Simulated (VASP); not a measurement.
Wanted: the native input for a VASP 6.6.1 run.

```yaml
Task: single point
Functional: PBE
Potentials_or_basis: VASP PAW PBE potentials, release 64 (Pt)
Cutoff: 520 eV
k_mesh: 12 × 5 × 1
Occupations: gaussian, width 0.1 eV
Spin: no spin polarisation
Dipole_correction: yes
Further_INCAR_settings: ALGO = Normal; EDIFF = 1e-07; NBANDS = 77
```

The structure of Pt lies in POSCAR:

```
Pt
1.0
    2.8072932559      0.0000000000      0.0000000000
    0.0000000000      6.8764360353      0.0000000000
    0.0000000000      0.0000000000     24.7247491019
Pt
13
Direct
    0.5000000000      0.6666666667      0.3033397819
    0.0000000000      0.3333333333      0.3361164849
    0.5000000000      0.0000000000      0.3688931879
    0.0000000000      0.6666666667      0.4016698909
    0.5000000000      0.3333333333      0.4344465940
    0.0000000000      0.0000000000      0.4672232970
    0.5000000000      0.6666666667      0.5000000000
    0.0000000000      0.3333333333      0.5327767030
    0.5000000000      0.0000000000      0.5655534060
    0.0000000000      0.6666666667      0.5983301091
    0.5000000000      0.3333333333      0.6311068121
    0.0000000000      0.0000000000      0.6638835151
    0.5000000000      0.6666666667      0.6966602181
```

One way to write it, as run:

INCAR

```
PREC = Accurate
ENCUT = 520
EDIFF = 1E-7
ISMEAR = 0
SIGMA = 0.1
LREAL = F
LASPH = T
NELM = 100
ALGO = Normal
ISIF = 2
LWAVE = F
LCHARG = F
LDIPOL = T
IDIPOL = 3
DIPOL = 0.5 0.5 0.500
GGA = PE
NBANDS = 77
```

KPOINTS

```
regular mesh
0
Gamma
  12 5 1
```

Potentials or basis: VASP PAW PBE potentials, release 64 (Pt).

The run is started by

```bash
$ cat potpaw_PBE.64/Pt/POTCAR > POTCAR
$ mpirun -np 1 vasp_std > vasp.out
```

Results of the run:

```
Largest force          : 0.930 eV/Å
Band gap on the k mesh : zero (bands 65 and 66 overlap by 0.72 eV)
```

Caveat: spin-orbit coupling is left out, which moves the levels of the heavy elements.

It took 18 min on 1 thread of Intel(R) Xeon(R) 6975P-C (Granite Rapids), with other jobs on the host, peak memory 0.87 GiB.
